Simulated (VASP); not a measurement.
# BN (P6_3/mmc) in VASP: single point with r2SCAN+rVV10

Aim: the single point of BN with r2SCAN+rVV10.

Program: VASP 6.6.1. These are calculated values, not measurements. Logs are shortened: lines on timing, memory, paths and dates and some standing lists are left out, and cuts for length are marked.

## (1) The cell of the first run

The structure is hexagonal, space group P6_3/mmc (No. 194). The conventional cell has a = 2.501 Å, b = 2.501 Å, c = 6.526 Å, α = 90.00°, β = 90.00°, γ = 120.00°. B (site symmetry -6m2) has 3 N at 1.44 Å within 1.9 Å. N (site symmetry -6m2) has 3 B at 1.44 Å within 1.9 Å.

## (2) Single point, r2SCAN+rVV10

POSCAR reads:

```
BN
1.0
    2.5005496838      0.0000000000      0.0000000000
   -1.2502748419      2.1655395496      0.0000000000
    0.0000000000      0.0000000000      6.5264266480
B N
2 2
Direct
    0.3333333333      0.6666666667      0.2500000000
    0.6666666667      0.3333333333      0.7500000000
    0.6666666667      0.3333333333      0.2500000000
    0.3333333333      0.6666666667      0.7500000000
```

INCAR.step1 reads:

```
ALGO     = Normal         # electronic algorithm
EDIFF    = 1E-4           # SCF threshold, eV
ENCUT    = 520            # plane-wave cutoff, eV
GGA      = PE             # functional
ISMEAR   = 0              # smearing method
LASPH    = True           # aspherical terms in the spheres
LCHARG   = False          # write CHGCAR
LREAL    = False          # projectors in reciprocal space
LWAVE    = True           # write WAVECAR
NBANDS   = 16             # bands
NELM     = 80             # most SCF steps
PREC     = Accurate       # precision mode
SIGMA    = 0.01           # smearing width, eV
```

INCAR.step2 reads:

```
ALGO     = Normal         # electronic algorithm
BPARAM   = 11.95        
CPARAM   = 0.0093       
EDIFF    = 1E-7           # SCF threshold, eV
ENCUT    = 520            # plane-wave cutoff, eV
ISIF     = 2              # what is computed and relaxed
ISMEAR   = 0              # smearing method
ISTART   = 1            
IVDW_NL  = 2            
LASPH    = True           # aspherical terms in the spheres
LCHARG   = False          # write CHGCAR
LMIXTAU  = True         
LREAL    = False          # projectors in reciprocal space
LUSE_VDW = True         
LWAVE    = False          # write WAVECAR
METAGGA  = R2SCAN         # meta-GGA
NBANDS   = 16             # bands
NELM     = 80             # most SCF steps
PREC     = Accurate       # precision mode
SIGMA    = 0.01           # smearing width, eV
```

KPOINTS reads:

```
k-points
0
Gamma
  12 12 4
```

Potentials or basis: VASP PAW PBE potentials, release 64 (B, N).

Run with:

```sh
cat potpaw_PBE.64/B/POTCAR potpaw_PBE.64/N/POTCAR > POTCAR
cp INCAR.step1 INCAR
mpirun -np 1 vasp_std > vasp.out
cp INCAR.step2 INCAR
mpirun -np 1 vasp_std > vasp.out
```

OUTCAR:

```text
BPARAM = 11.95
   EDIFF = 1E-7
   ENCUT = 520
   ISIF = 2
   ISMEAR = 0
   ISTART = 1
   IVDW_NL = 2
   LASPH = True
   LREAL = False
   METAGGA = R2SCAN
   NELM = 80
   PREC = Accurate

 ion  position               nearest neighbor table
   1  0.333  0.667  0.250-   3 1.44   3 1.44   3 1.44
   2  0.667  0.333  0.750-   4 1.44   4 1.44   4 1.44
   3  0.667  0.333  0.250-   1 1.44   1 1.44   1 1.44
   4  0.333  0.667  0.750-   2 1.44   2 1.44   2 1.44

  LATTYP: Found a hexagonal cell.
 ALAT       =     2.5005496838
 C/A-ratio  =     2.6099967900

  Lattice vectors:

 A1 = (   2.5005496838,   0.0000000000,   0.0000000000)
 A2 = (  -1.2502748419,   2.1655395496,   0.0000000000)
 A3 = (   0.0000000000,   0.0000000000,   6.5264266480)

Analysis of symmetry for initial positions (statically):
=====================================================================
 Subroutine PRICEL returns:
 Original cell was already a primitive cell.

 Routine SETGRP: Setting up the symmetry group for a
 hexagonal supercell.

 Subroutine GETGRP returns: Found 24 space group operations
 (whereof 12 operations were pure point group operations)
 out of a pool of 24 trial point group operations.

The static configuration has the point symmetry D_3d.
 The point group associated with its full space group is D_6h.

Analysis of symmetry for dynamics (positions and initial velocities):
=====================================================================
 Subroutine PRICEL returns:
 Original cell was already a primitive cell.

 Routine SETGRP: Setting up the symmetry group for a
 hexagonal supercell.

 Subroutine GETGRP returns: Found 24 space group operations
 (whereof 12 operations were pure point group operations)
 out of a pool of 24 trial point group operations.

The dynamic configuration has the point symmetry D_3d.
 The point group associated with its full space group is D_6h.

 Subroutine INISYM returns: Found 24 space group operations
 (whereof 12 operations are pure point group operations),
 and found     1 'primitive' translations

----------------------------------------------------------------------------------------

                                     Primitive cell

  volume of cell :      35.3409

  direct lattice vectors                    reciprocal lattice vectors
     2.500549684  0.000000000  0.000000000     0.399912070  0.230889341  0.000000000
    -1.250274842  2.165539550  0.000000000     0.000000000  0.461778682  0.000000000
     0.000000000  0.000000000  6.526426648     0.000000000  0.000000000  0.153223204

  length of vectors
     2.500549684  2.500549684  6.526426648     0.461778682  0.461778682  0.153223204

  position of ions in fractional coordinates (direct lattice)
     0.333333333  0.666666667  0.250000000
     0.666666667  0.333333333  0.750000000
     0.666666667  0.333333333  0.250000000
     0.333333333  0.666666667  0.750000000

  ion indices of the primitive-cell ions
   primitive index   ion index
                 1           1
                 2           2
                 3           3
                 4           4

----------------------------------------------------------------------------------------

 KPOINTS: k-points

Automatic generation of k-mesh.
 Grid dimensions read from file:
 generate k-points for:   12   12    4

 Generating k-lattice:

  Cartesian coordinates                     Fractional coordinates (reciprocal lattice)
     0.033326006  0.019240778  0.000000000     0.083333333  0.000000000  0.000000000
     0.000000000  0.038481557  0.000000000     0.000000000  0.083333333  0.000000000
     0.000000000  0.000000000  0.038305801     0.000000000  0.000000000  0.250000000

  Length of vectors
     0.038481557  0.038481557  0.038305801

  Shift w.r.t. Gamma in fractional coordinates (k-lattice)
     0.000000000  0.000000000  0.000000000

 Subroutine IBZKPT returns following result:
 ===========================================

 Found     57 irreducible k-points:

 Following reciprocal coordinates:
            Coordinates               Weight
  0.000000  0.000000  0.000000      1.000000
  0.083333  0.000000  0.000000      6.000000
  0.166667  0.000000  0.000000      6.000000
  0.250000  0.000000  0.000000      6.000000
  0.333333  0.000000  0.000000      6.000000
  0.416667  0.000000  0.000000      6.000000
[... 16 lines left out ...]
  0.250000  0.000000  0.250000     12.000000
  0.333333  0.000000  0.250000     12.000000
 [... further k-points ...]
   k-points           NKPTS =     57   k-points in BZ     NKDIM =     57   number of bands    NBANDS=     16
   number of dos      NEDOS =    301   number of ions     NIONS =      4
   total plane-waves  NPLWV =  20000
   dimension x,y,z NGX =    20 NGY =   20 NGZ =   50
   dimension x,y,z NGXF=    40 NGYF=   40 NGZF=  100
   ions per type =               2   2
   NGX,Y,Z   is equivalent  to a cutoff of  13.30, 13.30, 12.74 a.u.
   NGXF,Y,Z  is equivalent  to a cutoff of  26.59, 26.59, 25.47 a.u.
 SYSTEM =  unknown system
   PREC   = accura    normal or accurate (medium, high low for compatibility)
   ISTART =      1    job   : 0-new  1-cont  2-samecut
   ICHARG =      0    charge: 1-file 2-atom 10-const
   ISPIN  =      1    spin polarized calculation?
   LNONCOLLINEAR =      F non collinear calculations
   LSORBIT =      F    spin-orbit coupling
   LASPH  =      T    aspherical Exc in radial PAW
   ENCUT  =  520.0 eV  38.22 Ry    6.18 a.u.   4.65  4.65 12.13*2*pi/ulx,y,z
   NELM   =     80;   NELMIN=  2; NELMDL=  0     # of ELM steps
   EDIFF  = 0.1E-06   stopping-criterion for ELM
   LREAL  =      F    real-space projection
   EDIFFG = 0.1E-05   stopping-criterion for IOM
   NSW    =      0    number of steps for IOM
   IBRION =     -1    ionic relax: 0-MD 1-quasi-New 2-CG
   NFREE  =      0    steps in history (QN), initial steepest desc. (CG)
   ISIF   =      2    stress and relaxation
   ISYM   =      2    0-nonsym 1-usesym 2-fastsym
   POTIM  = 0.5000    time-step for ionic-motion
   TEBEG  =    0.0;   TEEND  =   0.0 temperature during run
   PSTRESS=    0.0 pullay stress
   NELECT =      16.0000    total number of electrons
   NUPDOWN=      -1.0000    fix difference up-down
   EMIN   =  10.00;   EMAX   =-10.00  energy-range for DOS
   EFERMI =   0.00;   METHOD = LEGACY
   ISMEAR =     0;   SIGMA  =   0.01  broadening in eV -4-tet -1-fermi 0-gaus
   EFERMI_NEDOS =   21; number of points for ismear=-14 and -15
   IALGO  =     38    algorithm
   IMIX   =      4    mixing-type and parameters
     AMIX     =   0.40;   BMIX     =  1.00
     AMIX_MAG =   1.60;   BMIX_MAG =  1.00
  volume/ion in A,a.u.               =       8.84        59.62
  Fermi-wavevector in a.u.,A,eV,Ry     =   1.257059  2.375498 21.499904  1.580198
  Thomas-Fermi vector in A             =   2.390737
   LORBIT       =      0    0 simple, 1 ext, 2 COOP (PROOUT), +10 PAW based schemes
   METAGGA = R2SCAN    functional components
   LHFCALC =     F    Hartree Fock is set to
   AEXX    =    0.0000 exact exchange contribution
   IVDW_NL    =     2    kernel type
   BPARAM     =11.9500
   IVDW    =     0    specifies the selected vdW correction
   LEPSILON=     F    determine dielectric tensor
   LRPA    =     F    only Hartree local field effects (RPA)
 non-spin polarized calculation
 Gauss-broadening in eV      SIGMA  =   0.01
  energy-cutoff  :      520.00
  volume of cell :       35.34
 maximum number of plane-waves:       973
 NGX is ok and might be reduce to    20
   NGX =  9   NGY =  9   NGZ = 25

 number of electron      15.9999997 magnetization

 Free energy of the ion-electron system (eV)
  ---------------------------------------------------
  ext. energy  EPLUGINS =         0.00000000
  ---------------------------------------------------
  free energy    TOTEN  =       -38.24492626 eV

  energy without entropy =      -38.24492626  energy(sigma->0) =      -38.24492626

 E-fermi :   2.2322     XC(G=0): -10.9365

 val. band max:        2.1796473875   @ k =   0.3333   0.2500   0.0000
 cond. band min:       6.9836290543   @ k =   0.5000   0.0000   0.0000
 fundamental gap:      4.8039816668
 Fermi energy:         2.2322231001

 k-point     1 :       0.0000    0.0000    0.0000
  band No.  band energies     occupation
      1     -16.6751      2.00000
      2     -16.3404      2.00000
      3      -4.3381      2.00000
      4      -1.9359      2.00000
      5       0.8184      2.00000
      6       0.8184      2.00000
[... 8 lines left out ...]
     15      15.3810      0.00000
     16      16.5385      0.00000

 k-point     2 :       0.0833    0.0000    0.0000
  band No.  band energies     occupation
      1     -16.5326      2.00000
      2     -16.2029      2.00000
      3      -4.1428      2.00000
      4      -1.7612      2.00000
      5       0.2288      2.00000
      6       0.2718      2.00000
[... 8 lines left out ...]
     15      15.8819      0.00000
     16      15.9641      0.00000

 k-point     3 :       0.1667    0.0000    0.0000
  band No.  band energies     occupation
      1     -16.1133      2.00000
      2     -15.7991      2.00000
      3      -3.5641      2.00000
      4      -1.2654      2.00000
      5      -1.2490      2.00000
      6      -1.2130      2.00000
[... 8 lines left out ...]
     15      16.9645      0.00000
     16      17.0727      0.00000

 k-point     4 :       0.2500    0.0000    0.0000
  band No.  band energies     occupation
      1     -15.4461      2.00000
      2     -15.1596      2.00000
      3      -3.1593      2.00000
      4      -3.0824      2.00000
      5      -2.6283      2.00000
      6      -0.8888      2.00000
[... 8 lines left out ...]
     15      18.8358      0.00000
     16      19.2401      0.00000

 k-point     5 :       0.3333    0.0000    0.0000
  band No.  band energies     occupation
      1     -14.6032      2.00000
      2     -14.3621      2.00000
      3      -5.0373      2.00000
      4      -4.9382      2.00000
      5      -1.5493      2.00000
      6      -1.4732      2.00000
[... 8 lines left out ...]
     15      18.9073      0.00000
     16      21.9456      0.00000

 k-point     6 :       0.4167    0.0000    0.0000
  band No.  band energies     occupation
      1     -13.7663      2.00000
      2     -13.6013      2.00000
      3      -6.5204      2.00000
      4      -6.4216      2.00000
      5      -1.9824      2.00000
      6      -1.9030      2.00000
[... 8 lines left out ...]
     15      18.3603      0.00000
     16      22.5043      0.00000
[... 267 lines left out ...]
 k-point    21 :       0.0833    0.0000    0.2500
  band No.  band energies     occupation
      1     -16.4870      2.00000
      2     -16.2541      2.00000
      3      -3.8554      2.00000
      4      -2.1985      2.00000
      5       0.2369      2.00000
      6       0.2691      2.00000
[... 8 lines left out ...]
     15      15.9426      0.00000
     16      15.9778      0.00000

 k-point    22 :       0.1667    0.0000    0.2500
  band No.  band energies     occupation
      1     -16.0697      2.00000
      2     -15.8478      2.00000
      3      -3.2869      2.00000
      4      -1.7005      2.00000
      5      -1.2500      2.00000
      6      -1.1862      2.00000
[... 8 lines left out ...]
     15      16.8414      0.00000
     16      16.9424      0.00000

 k-point    23 :       0.2500    0.0000    0.2500
  band No.  band energies     occupation
      1     -15.4061      2.00000
      2     -15.2037      2.00000
      3      -3.1663      2.00000
      4      -3.1021      2.00000
      5      -2.3378      2.00000
      6      -0.8786      2.00000
[... 8 lines left out ...]
     15      19.2584      0.00000
     16      19.3586      0.00000

 k-point    24 :       0.3333    0.0000    0.2500
  band No.  band energies     occupation
      1     -14.5693      2.00000
      2     -14.3988      2.00000
      3      -5.0274      2.00000
      4      -4.9567      2.00000
      5      -1.5383      2.00000
      6      -1.4845      2.00000
[... 8 lines left out ...]
     15      20.0795      0.00000
     16      21.9651      0.00000

 [... further k-points ...]

------------------------ aborting loop because EDIFF is reached ----------------------------------------

  FORCE on cell =-STRESS in cart. coord.  units (eV):
  Direction    XX          YY          ZZ          XY          YZ          ZX
  --------------------------------------------------------------------------------------
  -------------------------------------------------------------------------------------
  Total        0.1810420      0.1810420     -0.0770125      0.0000000     -0.0000000      0.0000000
  in kB        8.2075360      8.2075360     -3.4913621      0.0000000     -0.0000000      0.0000000
  external PRESSURE =       4.3079033 kB  Pullay stress =       0.0000000 kB

 VOLUME and BASIS-vectors are now :
 -----------------------------------------------------------------------------
  energy-cutoff  :      520.00
  volume of cell :       35.34
      direct lattice vectors                 reciprocal lattice vectors
     2.500549684  0.000000000  0.000000000     0.399912070  0.230889341  0.000000000
    -1.250274842  2.165539550  0.000000000     0.000000000  0.461778682  0.000000000
     0.000000000  0.000000000  6.526426648     0.000000000  0.000000000  0.153223204

 POSITION                                       TOTAL-FORCE (eV/Angst)
 -----------------------------------------------------------------------------------
     -0.00000      1.44369      1.63161         0.000000     -0.000000      0.000000
      1.25027      0.72185      4.89482        -0.000000      0.000000      0.000000
      1.25027      0.72185      1.63161         0.000000      0.000000      0.000000
     -0.00000      1.44369      4.89482        -0.000000      0.000000      0.000000
 -----------------------------------------------------------------------------------
    total drift:                               -0.000000      0.000000      0.000000

  FREE ENERGIE OF THE ION-ELECTRON SYSTEM (eV)
  ---------------------------------------------------
  free  energy   TOTEN  =       -38.2449262579 eV

  energy  without entropy=      -38.2449262579  energy(sigma->0) =      -38.24492626
```

Wall time 5.3 min (1 thread of Intel Xeon Platinum 8375C at 2.90GHz (Ice Lake), shared host); peak memory 0.25 GiB.

Results:

- Free energy: -38.2449 eV
- Pressure: 0.4 GPa
- Band gap on the k mesh: 4.80 eV (least direct gap 5.21 eV)

Levels at points of the mesh, in eV from the valence-band top:
```tsv
k point	band 5	band 6	band 7	band 8	band 9	band 10	band 11	band 12
(0.00, 0.00, 0.00)	-1.36	-1.36	-1.31	-1.31	5.64	11.25	12.30	12.30
(0.50, 0.00, 0.00)	-4.31	-4.23	-1.53	-0.41	4.80	6.40	10.22	10.66
(0.00, 0.00, 0.50)	-1.34	-1.34	-1.34	-1.34	8.26	8.26	12.38	12.38
(0.50, 0.00, 0.50)	-4.27	-4.27	-0.94	-0.94	5.30	5.30	10.66	10.66
```

Caveat: the PAW data sets were made with another functional, which shifts forces and pressure a little.
